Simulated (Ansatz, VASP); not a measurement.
# One calculation of Na4Au, two programs

```
Na Au
1.0
    -3.50197    3.50197    3.20755
     3.50197   -3.50197    3.20755
     3.50197    3.50197   -3.20755
Na Au
4 1
Direct
  0.92787 0.07213 0.50000
  0.42787 0.92787 0.85575
  0.07213 0.57213 0.14425
  0.57213 0.42787 0.50000
  0.00000 0.00000 0.00000
```

Alike in both runs: functional PBE; k mesh 8 × 8 × 8; occupations gaussian, width 0.1 eV; no spin polarisation.

Ansatz relaxed the structure, and its values are those at the end. VASP's run is a single point on that final structure, the one shown.

|  | VASP | Ansatz |
| --- | --- | --- |
| version | VASP 6.6.1 | Ansatz 0.2.0 |
| potentials or method | VASP PAW PBE potentials, release 64 (Na_pv, Au), cutoff 520 eV | scalar-relativistic, plane waves, PAW |
| valence electrons in the cell | 39 | 55 |

```tsv
	VASP	Ansatz	Ansatz less VASP
gap on the k mesh at the Fermi level (eV)	none	none	-
pressure (GPa)	0.0	0.0	0.00
```

A gap of «none» marks a metal or a gap that the smearing closes. VASP's potentials hold 39 valence electrons a cell and Ansatz's 55, so a difference there can come from the potentials and not from the codes.

Neither program's run includes spin-orbit coupling.
